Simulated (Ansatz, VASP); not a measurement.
**SrCl2 in VASP and in Ansatz**

```
Sr Cl
1.0
     0.00000    3.57597    3.46297
     3.57597    0.00000    3.46297
     3.57597    3.57597    0.00000
Sr Cl
1 2
Cartesian
  0.0000 0.0000 0.0000
  1.7880 1.7880 1.7315
  5.3640 5.3640 5.1945
```

Alike in both runs: task single point; functional PBE; k mesh 6 × 6 × 6; occupations gaussian, width 0.05 eV; no spin polarisation.

```csv
,VASP,Ansatz
version,VASP 6.6.1,Ansatz 0.2.0
potentials or method,"VASP PAW PBE potentials, release 64 (Sr_sv, Cl), cutoff 520 eV","scalar-relativistic, plane waves, PAW"
valence electrons in the cell,24,24
```

Ansatz gave:

- gap on the k mesh at the Fermi level (eV): 5.02
- least direct gap on the mesh (eV): 5.31
- pressure (GPa): -0.5
- traceless stress, the component that is largest in VASP (GPa): 1.05

Task: What did VASP give for the same quantities?

Result: gap on the k mesh at the Fermi level (eV): 5.02; least direct gap on the mesh (eV): 5.31; pressure (GPa): -0.4; traceless stress, the component that is largest in VASP (GPa): 1.05.
